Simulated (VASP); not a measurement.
Wanted: the native input for a VASP 6.6.1 run.

```
Task                   : single point
Functional             : PBE
Potentials or basis    : VASP PAW PBE potentials, release 64 (Y_sv, Sc_sv, S)
Cutoff                 : 520 eV
k mesh                 : 4 × 4 × 2
Occupations            : gaussian, width 0.1 eV
Spin                   : no spin polarisation
Dipole correction      : no
Further INCAR settings : ALGO = Normal; EDIFF = 1e-06; NBANDS = 54
```

The structure of Y3Sc2S5 lies in POSCAR:

```
Y3Sc2S5
1.0
    4.4715897500      0.0000000000      0.0000000000
    0.0000000000      4.4715897500      0.0000000000
    0.0000000000      0.0000000000     10.7594691600
Y Sc S
3 2 5
Direct
    0.0000000000      0.5000000000      0.3713041100
    0.5000000000      0.0000000000      0.6286958900
    0.5000000000      0.5000000000      0.0000000000
    0.0000000000      0.5000000000      0.7513239200
    0.5000000000      0.0000000000      0.2486760800
    0.5000000000      0.5000000000      0.5000000000
    0.0000000000      0.0000000000      0.5000000000
    0.0000000000      0.5000000000      0.1349569100
    0.5000000000      0.0000000000      0.8650430900
    0.0000000000      0.0000000000      0.0000000000
```

The cell was built from a structure type or drawn by symmetry, and may not be a known phase.

One way to write it, as run:

INCAR

```
SYSTEM = Y3Sc2S5
  PREC = Accurate
  ENCUT = 520
  EDIFF = 1E-6
  ISMEAR = 0
  SIGMA = 0.1
  LREAL = .False.
  LASPH = .True.
  NELM = 100
  ALGO = Normal
  ISIF = 2
  LWAVE = .False.
  LCHARG = .False.
  GGA = PE
  NBANDS = 54
```

KPOINTS

```
regular mesh
0
Gamma
  4 4 2
  0 0 0
```

Potentials or basis: VASP PAW PBE potentials, release 64 (Y_sv, Sc_sv, S).

Run with:

```sh
$ cat potpaw_PBE.64/Y_sv/POTCAR potpaw_PBE.64/Sc_sv/POTCAR potpaw_PBE.64/S/POTCAR > POTCAR
$ mpirun -np 1 vasp_std > vasp.out
```

It gave:

```json
{
 "Pressure": "5.9 GPa",
 "Largest force": "2.262 eV/Å",
 "Band gap on the k mesh": "zero (an odd number of electrons rules out a gap without spin polarisation)"
}
```

Caveat: the cell stands under pressure; forces of over 1 eV/Å act on the atoms, so gaps and moduli don't describe the material at rest.

Run time: 5.8 min on 1 thread of Intel Xeon 8259CL (shared host), peak memory 0.39 GiB.
